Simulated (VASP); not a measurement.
# Mg (I4/mmm) in VASP: a series of runs

Mg is run at these levels: PBEsol; tasks: relaxation of cell and atoms, single point.

Everything below comes from runs of VASP 6.6.1. Logs are shortened: lines on timing, memory, paths and dates and some standing lists are left out, and cuts for length are marked.

## Step 1: The cell of the first run

Symmetry: I4/mmm, No. 139, tetragonal system. The conventional cell has a = 3.656 Å, b = 3.656 Å, c = 3.407 Å, α = 90.00°, β = 90.00°, γ = 90.00°. Within 4.1 Å of Mg (site symmetry 4/mmm) lie 14 Mg at 3.10 to 3.66 Å.

## Step 2: Relaxation of cell and atoms, PBEsol, target pressure -1 GPa, at which the enthalpy is minimised

Input file INCAR:

```
SYSTEM = Mg
PREC = Accurate
ENCUT = 600
EDIFF = 1E-6
ISMEAR = 0
SIGMA = 0.1
LREAL = .False.
LASPH = .True.
NELM = 100
ALGO = Fast
ISIF = 3
LWAVE = .False.
LCHARG = .False.
GGA = PS
IBRION = 2
NSW = 70
EDIFFG = -0.008
PSTRESS = -10.0
```

Input file KPOINTS:

```
regular mesh
0
Gamma
  16 16 16
  0 0 0
```

Input file POSCAR:

```
Mg
1.0
   -1.8277707962      1.8277707962      1.7034713105
    1.8277707962     -1.8277707962      1.7034713105
    1.8277707962      1.8277707962     -1.7034713105
Mg
1
Direct
    0.0000000000      0.0000000000      0.0000000000
```

Potentials or basis: VASP PAW PBE potentials, release 64 (Mg).

The run is started by

```
> cat potpaw_PBE.64/Mg/POTCAR > POTCAR
> mpirun -np 1 vasp_std > vasp.out
```

OUTCAR:

```text
SYSTEM = Mg
   PREC = Accurate
   ENCUT = 600
   EDIFF = 1E-6
   ISMEAR = 0
   LREAL = .False.
   LASPH = .True.
   NELM = 100
   ISIF = 3
   GGA = PS
   IBRION = 2
   NSW = 70
   EDIFFG = -0.008
   PSTRESS = -10.0

 ion  position               nearest neighbor table
   1  0.000  0.000  0.000-

  LATTYP: Found a body centered tetragonal cell.
 ALAT       =     3.6555415924
 C/A-ratio  =     0.9319939426

  Lattice vectors:

 A1 = (  -1.8277707962,   1.8277707962,   1.7034713105)
 A2 = (   1.8277707962,  -1.8277707962,   1.7034713105)
 A3 = (   1.8277707962,   1.8277707962,  -1.7034713105)

Analysis of symmetry for initial positions (statically):
=====================================================================
 Subroutine PRICEL returns:
 Original cell was already a primitive cell.

 Routine SETGRP: Setting up the symmetry group for a
 body centered tetragonal supercell.

 Subroutine GETGRP returns: Found 16 space group operations
 (whereof 16 operations were pure point group operations)
 out of a pool of 16 trial point group operations.

The static configuration has the point symmetry D_4h.

Analysis of symmetry for dynamics (positions and initial velocities):
=====================================================================
 Subroutine PRICEL returns:
 Original cell was already a primitive cell.

 Routine SETGRP: Setting up the symmetry group for a
 body centered tetragonal supercell.

 Subroutine GETGRP returns: Found 16 space group operations
 (whereof 16 operations were pure point group operations)
 out of a pool of 16 trial point group operations.

The dynamic configuration has the point symmetry D_4h.

 Subroutine INISYM returns: Found 16 space group operations
 (whereof 16 operations are pure point group operations),
 and found     1 'primitive' translations

----------------------------------------------------------------------------------------

                                     Primitive cell

  volume of cell :      22.7635

  direct lattice vectors                    reciprocal lattice vectors
    -1.827770796  1.827770796  1.703471310     0.000000000  0.273557276  0.293518298
     1.827770796 -1.827770796  1.703471310     0.273557276  0.000000000  0.293518298
     1.827770796  1.827770796 -1.703471310     0.273557276  0.273557276  0.000000000

  length of vectors
     3.095691631  3.095691631  3.095691631     0.401231323  0.401231323  0.386868410
[... 83 lines left out ...]
   IBRION =      2    ionic relax: 0-MD 1-quasi-New 2-CG
   NFREE  =      1    steps in history (QN), initial steepest desc. (CG)
   ISIF   =      3    stress and relaxation
   ISYM   =      2    0-nonsym 1-usesym 2-fastsym
   POTIM  = 0.5000    time-step for ionic-motion
   TEBEG  =    0.0;   TEEND  =   0.0 temperature during run
   PSTRESS=  -10.0 pullay stress
   NELECT =       2.0000    total number of electrons
   NUPDOWN=      -1.0000    fix difference up-down
   EMIN   =  10.00;   EMAX   =-10.00  energy-range for DOS
   EFERMI =   0.00;   METHOD = LEGACY
   ISMEAR =     0;   SIGMA  =   0.10  broadening in eV -4-tet -1-fermi 0-gaus
   EFERMI_NEDOS =   21; number of points for ismear=-14 and -15
   IALGO  =     68    algorithm
   IMIX   =      4    mixing-type and parameters
     AMIX     =   0.40;   BMIX     =  1.00
     AMIX_MAG =   1.60;   BMIX_MAG =  1.00
  volume/ion in A,a.u.               =      22.76       153.62
  Fermi-wavevector in a.u.,A,eV,Ry     =   0.727789  1.375322  7.206688  0.529677
  Thomas-Fermi vector in A             =   1.819100
   LORBIT       =      0    0 simple, 1 ext, 2 COOP (PROOUT), +10 PAW based schemes
   GGA     = PS    functional components
   LHFCALC =     F    Hartree Fock is set to
   AEXX    =    0.0000 exact exchange contribution
   IVDW    =     0    specifies the selected vdW correction
   LEPSILON=     F    determine dielectric tensor
   LRPA    =     F    only Hartree local field effects (RPA)
 conjugate gradient relaxation of ions
 non-spin polarized calculation
 RMM-DIIS sequential band-by-band and
 Gauss-broadening in eV      SIGMA  =   0.10
  energy-cutoff  :      600.00
  volume of cell :       22.76
 maximum number of plane-waves:       787
 NGX is ok and might be reduce to    28
   NGX = 13   NGY = 13   NGZ = 13

--------------------------------------- Ionic step        1  -------------------------------------------

 number of electron       2.0000000 magnetization

 Free energy of the ion-electron system (eV)
  ---------------------------------------------------
  ext. energy  EPLUGINS =         0.00000000
  ---------------------------------------------------
  free energy    TOTEN  =        -1.69626835 eV

  energy without entropy =       -1.69438879  energy(sigma->0) =       -1.69532857

------------------------ aborting loop because EDIFF is reached ----------------------------------------

  FORCE on cell =-STRESS in cart. coord.  units (eV):
  Direction    XX          YY          ZZ          XY          YZ          ZX
  --------------------------------------------------------------------------------------
  -------------------------------------------------------------------------------------
  Total       -0.0581657     -0.0581657     -0.0632743      0.0000000      0.0000000      0.0000000
  in kB       -4.0939189     -4.0939189     -4.4534818      0.0000000      0.0000000      0.0000000
  external PRESSURE =       5.7862268 kB  Pullay stress =     -10.0000000 kB
[... 61 lines left out ...]
--------------------------------------- Ionic step        3  -------------------------------------------

 number of electron       2.0000000 magnetization

 Free energy of the ion-electron system (eV)
  ---------------------------------------------------
  ext. energy  EPLUGINS =         0.00000000
  ---------------------------------------------------
  free energy    TOTEN  =        -1.69447009 eV

  energy without entropy =       -1.69253897  energy(sigma->0) =       -1.69350453

 E-fermi :   2.6138     XC(G=0):  -8.5083

 val. band max:        2.6094076190   @ k =  -0.4375   0.4375   0.0625
 cond. band min:       2.6246750870   @ k =   0.3125   0.3125   0.1250
 fundamental gap:      0.0152674679
 Fermi energy:         2.6137812176

 k-point     1 :       0.0000    0.0000    0.0000
  band No.  band energies     occupation
      1      -4.3418      2.00000
      2      14.5982      0.00000
      3      16.0340      0.00000
      4      16.0340      0.00000
      5      16.7348      0.00000
[... 177 lines left out ...]
 k-point    24 :      -0.0625    0.0625    0.0000
  band No.  band energies     occupation
      1      -4.2546      2.00000
      2      13.5457      0.00000
      3      15.6259      0.00000
      4      15.6320      0.00000
      5      16.0414      0.00000

 [... further k-points ...]
[... 5 lines left out ...]
  --------------------------------------------------------------------------------------
  -------------------------------------------------------------------------------------
  Total       -0.1432232     -0.1432232     -0.1524037      0.0000000     -0.0000000      0.0000000
  in kB       -9.9069263     -9.9069263    -10.5419533      0.0000000     -0.0000000      0.0000000
  external PRESSURE =      -0.1186020 kB  Pullay stress =     -10.0000000 kB
[... 20 lines left out ...]
  energy  without entropy=       -1.6925389702  energy(sigma->0) =       -1.69350453

  enthalpy is  TOTEN    =        -1.8390388832 eV   P V=       -0.1445687922

 reached required accuracy - stopping structural energy minimisation
```

It took 1.7 min on 1 thread of Intel Xeon 8259CL, shared host; peak memory 0.21 GiB.

Results:

| Quantity | Value |
| --- | --- |
| Free energy | -1.6945 eV |
| Relaxed volume | 23.16 Å³/atom |
| Relaxed cell | a = 3.114 Å, b = 3.114 Å, c = 3.114 Å, α = 107.62°, β = 107.62°, γ = 113.25° |
| Space group after relaxing (to 0.1 Å) | I4/mmm (No. 139) |
| Energy change on relaxing (the run minimises the enthalpy) | +1.8 meV/atom |
| Ionic steps | 3 |
| Pressure after relaxing | -1.0 GPa |
| Band gap on the k mesh | zero (bands 1 and 2 overlap by 4.53 eV) |

Step by step:
```tsv
step	energy change (eV)	largest force (eV/Å)	pressure (GPa)	volume (Å³)
1	0.0000	0.0000	-0.42	22.76
2	0.0011	0.0000	-0.83	23.04
3	0.0018	0.0000	-1.01	23.16
```

Final structure:
```
CELL_PARAMETERS angstrom
-1.83861 1.83861 1.71296
1.83861 -1.83861 1.71296
1.83861 1.83861 -1.71296
ATOMIC_POSITIONS crystal
Mg 0.00000 0.00000 0.00000
```

Caveat: the cell is relaxed towards a set pressure, so the run minimises the enthalpy, not the energy; the PAW data sets were made with another functional, which shifts forces and pressure a little.

## Step 3: Single point, PBEsol (strained)

Input file INCAR:

```
SYSTEM = Mg
PREC = Accurate
ENCUT = 520
EDIFF = 1E-6
ISMEAR = 0
SIGMA = 0.1
LREAL = .False.
LASPH = .True.
NELM = 60
ALGO = Normal
ISIF = 2
LWAVE = .False.
LCHARG = .False.
GGA = PS
NBANDS = 7
```

KPOINTS is that of step 2.

Input file POSCAR:

```
Mg
1.0
   -1.8255081178      1.8255081178      1.6950056833
    1.8255081178     -1.8255081178      1.6950056833
    1.8255081178      1.8255081178     -1.6950056833
Mg
1
Direct
    0.0000000000      0.0000000000      0.0000000000
```

Potentials or basis: VASP PAW PBE potentials, release 64 (Mg).

The run is started by

```
> cat potpaw_PBE.64/Mg/POTCAR > POTCAR
> mpirun -np 1 vasp_std > vasp.out
```

Wall time 10 s (1 thread of Intel Xeon 6975P-C (Granite Rapids), shared host); peak memory 0.18 GiB.

It converged, with:

```yaml
Free_energy: -1.6965 eV
Pressure: -0.1 GPa
Band_gap_on_the_k_mesh: zero (bands 1 and 2 overlap by 4.59 eV)
```

Stress tensor (GPa, compression positive):
```
-0.18  0.00  0.00
 0.00 -0.18  0.00
 0.00  0.00 -0.10
```

Levels at points of the mesh, in eV from the Fermi level:
```csv
k point,band 1,band 2,band 3,band 4
"(0.00, 0.00, 0.00)",-7.07,12.09,13.62,13.62
"(0.50, 0.00, 0.00)",-1.44,-0.77,8.22,9.01
"(0.50, 0.50, 0.00)",-1.78,-1.31,9.56,10.29
"(0.50, 0.50, 0.50)",3.28,3.28,3.60,4.12
```

Caveat: the cell differs from its parent crystal (strained); the PAW data sets were made with another functional, which shifts forces and pressure a little.

## Step 4: Single point, PBEsol (strained)

Input file INCAR:

```
SYSTEM = Mg
  ALGO = Fast
  EDIFF = 1E-6
  ENCUT = 520
  GGA = PS
  ISIF = 2
  ISMEAR = 0
  LASPH = .TRUE.
  LCHARG = .FALSE.
  LREAL = .FALSE.
  LWAVE = .FALSE.
  NBANDS = 7
  NELM = 100
  PREC = Accurate
  SIGMA = 0.1
```

Input file KPOINTS:

```
k-points
0
G
  16 16 16
  0 0 0
```

Input file POSCAR:

```
Mg
1.0
   -1.9256614612      1.9256614612      1.6606618711
    1.9256614612     -1.9256614612      1.6606618711
    1.9256614612      1.9256614612     -1.6606618711
Mg
1
Direct
    0.0000000000      0.0000000000      0.0000000000
```

The run is started by

```
> cat potpaw_PBE.64/Mg/POTCAR > POTCAR
> mpirun -np 1 vasp_std > vasp.out
```

Wall time 10 s (1 thread of Intel Xeon 6975P-C (Granite Rapids), shared host); peak memory 0.18 GiB.

It converged, with:

| Quantity | Value |
| --- | --- |
| Free energy | -1.6745 eV |
| Pressure | -2.6 GPa |
| Band gap on the k mesh | zero (bands 1 and 2 overlap by 4.40 eV) |

Stress tensor (GPa, compression positive):
```
-2.76  0.00  0.00
 0.00 -2.76  0.00
 0.00  0.00 -2.22
```

Levels at points of the mesh, in eV from the Fermi level:
```csv
k point,band 1,band 2,band 3,band 4,band 5
"(0.00, 0.00, 0.00)",-6.66,10.77,12.69,12.69,12.92
"(0.50, 0.00, 0.00)",-1.15,-0.53,7.65,8.15,8.91
"(0.50, 0.50, 0.00)",-1.78,-1.60,10.25,10.58,11.71
"(0.50, 0.50, 0.50)",2.61,2.61,3.32,3.76,6.05
```

Caveat: the cell differs from its parent crystal (strained); the PAW data sets were made with another functional, which shifts forces and pressure a little.

## Step 5: Summary

| task | cell | cutoff (eV) | gap on the mesh (eV) | pressure (GPa) |
| --- | --- | --- | --- | --- |
| relaxation of cell and atoms | relaxed to -1 GPa from a = 3.096 Å, angles 107.6, 107.6, 113.2°, 1 atom | 600 | none | -1.0 |
| single point | a = 3.088 Å, angles 107.5, 107.5, 113.4°, 1 atom | 520 | none | -0.1 |
| single point | a = 3.190 Å, angles 105.7, 105.7, 117.3°, 1 atom | 520 | none | -2.6 |

Alike in all rows: level PBEsol; potentials or basis VASP PAW PBE potentials, release 64 (Mg); no spin polarisation; k mesh 16 × 16 × 16; smearing gaussian 0.1 eV.

Caveats: the PAW data sets were made with another functional, which shifts forces and pressure a little; the cell is relaxed towards a set pressure, so the run minimises the enthalpy, not the energy (at least some runs).

Total energies depend on the potentials used, so only differences within one code and one set of settings carry meaning.
